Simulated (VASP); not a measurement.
HfSiO4:

```
Hf Si O
1.0
    -3.28625    3.28625    2.98160
     3.28625   -3.28625    2.98160
     3.28625    3.28625   -2.98160
Hf Si O
2 2 8
Direct
  0.00000 0.00000 0.00000
  0.75000 0.25000 0.50000
  0.50000 0.50000 0.00000
  0.25000 0.75000 0.50000
  0.68020 0.49570 0.81550
  0.24570 0.93020 0.31550
  0.68020 0.86470 0.18450
  0.61470 0.93020 0.68450
  0.06980 0.38530 0.31550
  0.50430 0.31980 0.18450
  0.06980 0.75430 0.68450
  0.13530 0.31980 0.81550
```

- Program: VASP 6.6.1
- Task: relaxation of cell and atoms
- Functional: revPBE
- Potentials or basis: VASP PAW PBE potentials, release 64 (Hf_pv, Si, O)
- Cutoff: 600 eV
- k mesh: 5 × 5 × 5
- Occupations: fermi-dirac, width 0.05 eV
- Spin: no spin polarisation

At the start: pressure 8.8 GPa; volume 10.73 Å³/atom.

Q: How do energy, volume and symmetry change on relaxing?

A: Over 11 steps the energy falls by 10.9 meV/atom and the volume is 11.12 Å³/atom (+3.6 %); space group I4_1/amd (No. 141, to 0.1 Å) before and after.

The path:
| step | energy change (eV) | largest force (eV/Å) | pressure (GPa) | volume (Å³) |
| --- | --- | --- | --- | --- |
| 1 | 0.0000 | 0.5187 | 8.80 | 128.80 |
| 2 | 0.2390 | 1.2952 | -11.24 | 140.10 |
| 3 | -0.1228 | 0.2498 | 0.55 | 132.78 |
| 4 | -0.1228 | 0.2362 | 0.70 | 132.70 |
| 5 | -0.1270 | 0.1694 | -0.50 | 133.85 |
| 6 | -0.1298 | 0.0456 | -0.03 | 133.40 |
| 7 | -0.1298 | 0.0471 | -0.06 | 133.42 |
| 8 | -0.1306 | 0.0338 | -0.01 | 133.42 |
| 9 | -0.1310 | 0.0160 | 0.07 | 133.44 |
| 10 | -0.1310 | 0.0251 | -0.14 | 133.54 |
| 11 | -0.1311 | 0.0094 | -0.04 | 133.49 |

Final structure:
```
Hf Si O
1.0
    -3.32883    3.32883    3.01167
     3.32883   -3.32883    3.01167
     3.32883    3.32883   -3.01167
Hf Si O
2 2 8
Cartesian
  0.0000 0.0000 0.0000
  0.0000 3.3288 1.5058
  0.0000 0.0000 3.0117
  3.3288 0.0000 1.5058
  2.1008 3.3288 1.0927
  3.3288 -1.2280 2.5986
  1.2280 0.0000 4.1044
  3.3288 1.2280 2.5986
  2.1008 0.0000 0.4131
  0.0000 1.2280 1.9190
  4.5568 0.0000 0.4131
  3.3288 2.1008 -1.0927
```

Caveat: the PAW data sets were made with another functional, which shifts forces and pressure a little.
